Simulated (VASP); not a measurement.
Here is a VASP 6.6.1 calculation.

File INCAR:

```
SYSTEM = Al3GaN4
PREC     = Accurate       ! precision mode
ENCUT    = 520            ! plane-wave cutoff, eV
EDIFF    = 1E-7           ! SCF threshold, eV
ISMEAR   = 0              ! smearing method
SIGMA    = 0.05           ! smearing width, eV
LREAL    = .False.        ! projectors in reciprocal space
LASPH    = .True.         ! aspherical terms in the spheres
NELM     = 60             ! most SCF steps
ALGO     = Normal         ! electronic algorithm
ISIF     = 2              ! what is computed and relaxed
LWAVE    = .False.        ! write WAVECAR
LCHARG   = .True.         ! write CHGCAR
GGA      = PS             ! functional
LELF     = .True.         ! ELF
LVHAR    = .True.       
NBANDS   = 31             ! bands
```

The input KPOINTS:

```
regular mesh
0
Gamma
  6 8 4
  0 0 0
```

File POSCAR:

```
Al3GaN4
1.0
    5.4468806090      0.0000000000      0.0001195903
    0.0000000000      3.3804798092      0.0000000000
   -0.0034951575      0.0000000000      5.6347116253
Al Ga N
3 1 4
Direct
    0.5002300423      0.5000000000      0.1673295664
    0.0009207036      0.5000000000      0.8348055932
    0.0010880650      0.0000000000      0.3316926342
    0.4994217138      0.0000000000      0.6662009016
    0.1111724737      0.0000000000      0.6663292503
    0.1224543238      0.5000000000      0.1671578647
    0.6251234799      0.5000000000      0.8401923551
    0.6231881979      0.0000000000      0.3262928345
```

Potentials or basis: VASP PAW PBE potentials, release 64 (Al, Ga_d, N).

The run is started by

```console
$ cat potpaw_PBE.64/Al/POTCAR potpaw_PBE.64/Ga_d/POTCAR potpaw_PBE.64/N/POTCAR > POTCAR
$ mpirun -np 1 vasp_std > vasp.out
```

(1) Predict the largest force.

(2) What does it give for the band gap on the k mesh?

(3) Estimate the pressure.

Results:

(1) 0.169 eV/Å.

(2) 1.99 eV, direct.

(3) -25.7 GPa.

Caveat: the cell differs from its parent crystal (strain +0.080 along x and y, +0.040 along z); the PAW data sets were made with another functional, which shifts forces and pressure a little.
